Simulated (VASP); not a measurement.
# CaSe in VASP: notebook

CaSe is run at these levels: PBE; tasks: electric field gradients.

All numbers are computed with VASP 6.6.1; they aren't measurements. Logs are shortened: lines on timing, memory, paths and dates and some standing lists are left out, and cuts for length are marked.

## (1) The cell of the first run

It takes space group I4/mmm (No. 139, tetragonal). The conventional cell has a = 4.119 Å, b = 4.119 Å, c = 6.089 Å, α = 90.00°, β = 90.00°, γ = 90.00°. Within 3.8 Å of Ca (site symmetry 4/mmm) lie 6 Se at 2.91 to 3.04 Å. Se (site symmetry 4/mmm) has 6 Ca at 2.91 to 3.04 Å within 3.8 Å.

## (2) Electric field gradients, PBE (z stretched by +3 % at fixed volume)

File INCAR:

```
SYSTEM = CaSe
PREC = Accurate
ENCUT = 520
EDIFF = 1E-8
ISMEAR = -1
SIGMA = 0.02
LREAL = .FALSE.
LASPH = .TRUE.
NELM = 100
ALGO = Normal
ISIF = 2
LWAVE = .FALSE.
LCHARG = .FALSE.
GGA = PE
LEFG = .TRUE.
NBANDS = 15
```

File KPOINTS:

```
Automatic mesh
0
G
  7 7 7
  0 0 0
```

File POSCAR:

```
CaSe
1.0
    0.0000000000      2.9126333464      3.0446800000
    2.9126333464      0.0000000000      3.0446800000
    2.9126333464      2.9126333464      0.0000000000
Ca Se
1 1
Direct
    0.0000000000      0.0000000000      0.0000000000
    0.5000000000      0.5000000000      0.5000000000
```

Potentials or basis: VASP PAW PBE potentials, release 64 (Ca_sv, Se).

Command:

```console
> cat potpaw_PBE.64/Ca_sv/POTCAR potpaw_PBE.64/Se/POTCAR > POTCAR
> mpirun -np 1 vasp_std > vasp.out
```

OUTCAR:

```text
SYSTEM = CaSe
   PREC = Accurate
   ENCUT = 520
   EDIFF = 1E-8
   ISMEAR = -1
   LREAL = .FALSE.
   LASPH = .TRUE.
   NELM = 100
   ISIF = 2
   GGA = PE

 ion  position               nearest neighbor table
   1  0.000  0.000  0.000-   2 2.91   2 2.91   2 2.91   2 2.91
   2  0.500  0.500  0.500-   1 2.91   1 2.91   1 2.91   1 2.91

  LATTYP: Found a body centered tetragonal cell.
 ALAT       =     4.1190855807
 C/A-ratio  =     1.4783281096

  Lattice vectors:

 A1 = (  -2.9126333464,   0.0000000000,   3.0446800000)
 A2 = (   2.9126333464,   0.0000000000,   3.0446800000)
 A3 = (   0.0000000000,   2.9126333464,  -3.0446800000)

Analysis of symmetry for initial positions (statically):
=====================================================================
 Subroutine PRICEL returns:
 Original cell was already a primitive cell.

 Routine SETGRP: Setting up the symmetry group for a
 body centered tetragonal supercell.

 Subroutine GETGRP returns: Found 16 space group operations
 (whereof 16 operations were pure point group operations)
 out of a pool of 16 trial point group operations.

The static configuration has the point symmetry D_4h.

Analysis of symmetry for dynamics (positions and initial velocities):
=====================================================================
 Subroutine PRICEL returns:
 Original cell was already a primitive cell.

 Routine SETGRP: Setting up the symmetry group for a
 body centered tetragonal supercell.

 Subroutine GETGRP returns: Found 16 space group operations
 (whereof 16 operations were pure point group operations)
 out of a pool of 16 trial point group operations.

The dynamic configuration has the point symmetry D_4h.

 Subroutine INISYM returns: Found 16 space group operations
 (whereof 16 operations are pure point group operations),
 and found     1 'primitive' translations

----------------------------------------------------------------------------------------

                                     Primitive cell

  volume of cell :      51.6587

  direct lattice vectors                    reciprocal lattice vectors
     0.000000000  2.912633346  3.044680000    -0.171665960  0.171665960  0.164220871
     2.912633346  0.000000000  3.044680000     0.171665960 -0.171665960  0.164220871
     2.912633346  2.912633346  0.000000000     0.171665960  0.171665960 -0.164220871

[... 135 lines left out ...]
 Fermi energy:         2.8888380351

 k-point     1 :       0.0000    0.0000    0.0000
  band No.  band energies     occupation
      1     -37.2776      2.00000
      2     -18.2826      2.00000
      3     -18.2688      2.00000
      4     -18.2688      2.00000
      5      -9.3517      2.00000
      6       2.4419      2.00000
      7       2.4655      2.00000
      8       2.4655      2.00000
      9       5.7133      0.00000
     10       5.9737      0.00000
     11       6.2662      0.00000
     12       6.2662      0.00000
     13       6.7712      0.00000
     14       6.8096      0.00000
[... 401 lines left out ...]
      2     -18.3589      2.00000
      3     -18.3108      2.00000
      4     -18.2902      2.00000
      5      -8.6978      2.00000
      6      -0.2145      2.00000
      7       0.8255      2.00000
      8       1.1958      2.00000
      9       6.6325      0.00000
     10       7.5669      0.00000
     11       7.9818      0.00000
     12       8.2745      0.00000
     13       8.6496      0.00000
     14       9.9526      0.00000
     15      10.9260      0.00000

 [... further k-points ...]

------------------------ aborting loop because EDIFF is reached ----------------------------------------

  FORCE on cell =-STRESS in cart. coord.  units (eV):
  Direction    XX          YY          ZZ          XY          YZ          ZX
  --------------------------------------------------------------------------------------
  -------------------------------------------------------------------------------------
  Total        0.9446859      0.9446859     -0.3498310      0.0000000     -0.0000000     -0.0000000
  in kB       29.2991307     29.2991307    -10.8498956      0.0000000     -0.0000000     -0.0000000
  external PRESSURE =      15.9161219 kB  Pullay stress =       0.0000000 kB

 VOLUME and BASIS-vectors are now :
 -----------------------------------------------------------------------------
  energy-cutoff  :      520.00
  volume of cell :       51.66
      direct lattice vectors                 reciprocal lattice vectors
     0.000000000  2.912633346  3.044680000    -0.171665960  0.171665960  0.164220871
     2.912633346  0.000000000  3.044680000     0.171665960 -0.171665960  0.164220871
     2.912633346  2.912633346  0.000000000     0.171665960  0.171665960 -0.164220871

 POSITION                                       TOTAL-FORCE (eV/Angst)
 -----------------------------------------------------------------------------------
      0.00000      0.00000      0.00000        -0.000000      0.000000      0.000000
      2.91263      2.91263      3.04468         0.000000     -0.000000      0.000000
 -----------------------------------------------------------------------------------
    total drift:                                0.000000     -0.000000     -0.000000

  FREE ENERGIE OF THE ION-ELECTRON SYSTEM (eV)
  ---------------------------------------------------
  free  energy   TOTEN  =        -9.4602482180 eV

  energy  without entropy=       -9.4602482180  energy(sigma->0) =       -9.46024822

 Electric field gradients (V/A^2)
---------------------------------------------------------------------
 ion       V_xx      V_yy      V_zz      V_xy      V_xz      V_yz
---------------------------------------------------------------------
   1      -7.210    -7.210    14.420     0.000     0.000     0.000
   2     -13.189   -13.189    26.378    -0.001    -0.000    -0.000
---------------------------------------------------------------------

 Electric field gradients after diagonalization (V/A^2)
 (convention: |V_zz| > |V_xx| > |V_yy|)
----------------------------------------------------------------------
 ion       V_xx      V_yy      V_zz     asymmetry (V_yy - V_xx)/ V_zz
----------------------------------------------------------------------
   1      -7.210    -7.210    14.420       0.000
   2     -13.189   -13.188    26.378       0.000
----------------------------------------------------------------------

           NMR quadrupolar parameters

 Cq : quadrupolar parameter    Cq=e*Q*V_zz/h
 eta: asymmetry parameters     (V_yy - V_xx)/ V_zz
 Q  : nuclear electric quadrupole moment in mb (millibarn)
----------------------------------------------------------------------
 ion       Cq(MHz)       eta       Q (mb)
----------------------------------------------------------------------
   1       0.035       0.000       1.000
   2       0.064       0.000       1.000
----------------------------------------------------------------------
```

stdout:

```text
POSCAR found type information on POSCAR CaSe
 POSCAR found :  2 types and       2 ions
 scaLAPACK will be used
 LDA part: xc-table for (Slater+PW92), standard interpolation
 POSCAR, INCAR and KPOINTS ok, starting setup
 FFT: planning ... GRIDC
 FFT: planning ... GRID_SOFT
 FFT: planning ... GRID
 WAVECAR not read
 entering main loop
ion   1

ion   2
```

Wall time 83 s (1 thread of AMD EPYC 7R13 (Zen 3), shared host); peak memory 0.16 GiB.

Results:

```yaml
Free_energy: -9.4602 eV
Pressure: 1.6 GPa
Band_gap_on_the_k_mesh: 2.07 eV, indirect (least direct gap 2.89 eV)
```

Levels at points of the mesh, in eV from the valence-band top:
| k point | band 4 | band 5 | band 6 | band 7 | band 8 | band 9 | band 10 | band 11 | band 12 | band 13 |
| --- | --- | --- | --- | --- | --- | --- | --- | --- | --- | --- |
| (0.00, 0.00, 0.00) | -20.73 | -11.82 | -0.02 | 0.00 | 0.00 | 3.25 | 3.51 | 3.80 | 3.80 | 4.31 |

Electric field gradients, principal values (V/Å²):
```tsv
atom	least	middle	greatest (by size)
1 Ca	-7.210	-7.210	14.420
2 Se	-13.188	-13.189	26.378
```

Caveat: without QUAD_EFG the Cq values of the log hold for a quadrupole moment of 1 mb, not for the nuclei. A k mesh can miss the band edges.

## (3) Electric field gradients, PBE (equal xy, yz and zx shear strains of -2 %)

File INCAR:

```
  PREC = Accurate
  ENCUT = 520
  EDIFF = 1E-8
  ISMEAR = -1
  SIGMA = 0.02
  LREAL = F
  LASPH = T
  NELM = 80
  ALGO = Normal
  ISIF = 2
  LWAVE = F
  LCHARG = F
  GGA = PE
  LEFG = T
  NBANDS = 15
```

File KPOINTS:

```
regular mesh
0
Gamma
  7 7 7
```

File POSCAR:

```
CaSe
1.0
   -0.0591200000      2.9264400000      2.9264400000
    2.9264400000     -0.0591200000      2.9264400000
    2.9264400000      2.9264400000     -0.0591200000
Ca Se
1 1
Direct
    0.0000000000      0.0000000000      0.0000000000
    0.5000000000      0.5000000000      0.5000000000
```

Potentials or basis: VASP PAW PBE potentials, release 64 (Ca_sv, Se).

Command:

```console
> cat potpaw_PBE.64/Ca_sv/POTCAR potpaw_PBE.64/Se/POTCAR > POTCAR
> mpirun -np 1 vasp_std > vasp.out
```

OUTCAR:

```text
PREC = Accurate
   ENCUT = 520
   EDIFF = 1E-8
   ISMEAR = -1
   LREAL = F
   LASPH = T
   NELM = 80
   ISIF = 2
   GGA = PE

 ion  position               nearest neighbor table
   1  0.000  0.000  0.000-   2 2.96   2 2.96   2 2.96   2 2.96   2 2.96   2 2.96
   2  0.500  0.500  0.500-   1 2.96   1 2.96   1 2.96   1 2.96   1 2.96   1 2.96

  LATTYP: Found a trigonal (rhomboedric) cell.
 ALAT       =     4.1390333801
 COS(alpha) =     0.4797000918

  Lattice vectors:

 A1 = (  -0.0591200000,   2.9264400000,   2.9264400000)
 A2 = (   2.9264400000,  -0.0591200000,   2.9264400000)
 A3 = (   2.9264400000,   2.9264400000,  -0.0591200000)

Analysis of symmetry for initial positions (statically):
=====================================================================
 Subroutine PRICEL returns:
 Original cell was already a primitive cell.

 Routine SETGRP: Setting up the symmetry group for a
 trigonal (rhombohedral) supercell.
[... 620 lines left out ...]
  volume of cell :       51.64
      direct lattice vectors                 reciprocal lattice vectors
    -0.059120000  2.926440000  2.926440000    -0.165763863  0.169181675  0.169181675
     2.926440000 -0.059120000  2.926440000     0.169181675 -0.165763863  0.169181675
     2.926440000  2.926440000 -0.059120000     0.169181675  0.169181675 -0.165763863

 POSITION                                       TOTAL-FORCE (eV/Angst)
 -----------------------------------------------------------------------------------
      0.00000      0.00000      0.00000        -0.000000     -0.000000     -0.000000
      2.89688      2.89688      2.89688         0.000000      0.000000      0.000000
 -----------------------------------------------------------------------------------
    total drift:                                0.000000     -0.000000     -0.000000

  FREE ENERGIE OF THE ION-ELECTRON SYSTEM (eV)
  ---------------------------------------------------
  free  energy   TOTEN  =        -9.4745623540 eV

  energy  without entropy=       -9.4745623540  energy(sigma->0) =       -9.47456235

 Electric field gradients (V/A^2)
---------------------------------------------------------------------
 ion       V_xx      V_yy      V_zz      V_xy      V_xz      V_yz
---------------------------------------------------------------------
   1      -0.000     0.000     0.000     1.066     1.066     1.066
   2      -0.000    -0.000    -0.000    -5.730    -5.730    -5.730
---------------------------------------------------------------------

 Electric field gradients after diagonalization (V/A^2)
 (convention: |V_zz| > |V_xx| > |V_yy|)
----------------------------------------------------------------------
 ion       V_xx      V_yy      V_zz     asymmetry (V_yy - V_xx)/ V_zz
----------------------------------------------------------------------
   1      -1.066    -1.066     2.132       0.000
   2       5.730     5.730   -11.460       0.000
----------------------------------------------------------------------

           NMR quadrupolar parameters

 Cq : quadrupolar parameter    Cq=e*Q*V_zz/h
 eta: asymmetry parameters     (V_yy - V_xx)/ V_zz
 Q  : nuclear electric quadrupole moment in mb (millibarn)
----------------------------------------------------------------------
 ion       Cq(MHz)       eta       Q (mb)
----------------------------------------------------------------------
   1       0.005       0.000       1.000
   2      -0.028       0.000       1.000
----------------------------------------------------------------------
```

It took 49 s on 1 thread of AMD EPYC 7R13 (Zen 3), shared host; peak memory 0.16 GiB.

Results:

```
Free energy            : -9.4746 eV
Pressure               : 1.4 GPa
Band gap on the k mesh : 1.97 eV, indirect (least direct gap 2.91 eV)
```

Stress tensor (GPa, compression positive):
```
1.35 0.52 0.52
0.52 1.35 0.52
0.52 0.52 1.35
```

Electric field gradients, principal values (V/Å²):
| atom | least | middle | greatest (by size) |
| --- | --- | --- | --- |
| 1 Ca | -1.066 | -1.066 | 2.132 |
| 2 Se | 5.730 | 5.730 | -11.460 |

Caveat: the cell differs from its parent crystal (equal xy, yz and zx shear strains of -2 %); without QUAD_EFG the Cq values of the log hold for a quadrupole moment of 1 mb, not for the nuclei.
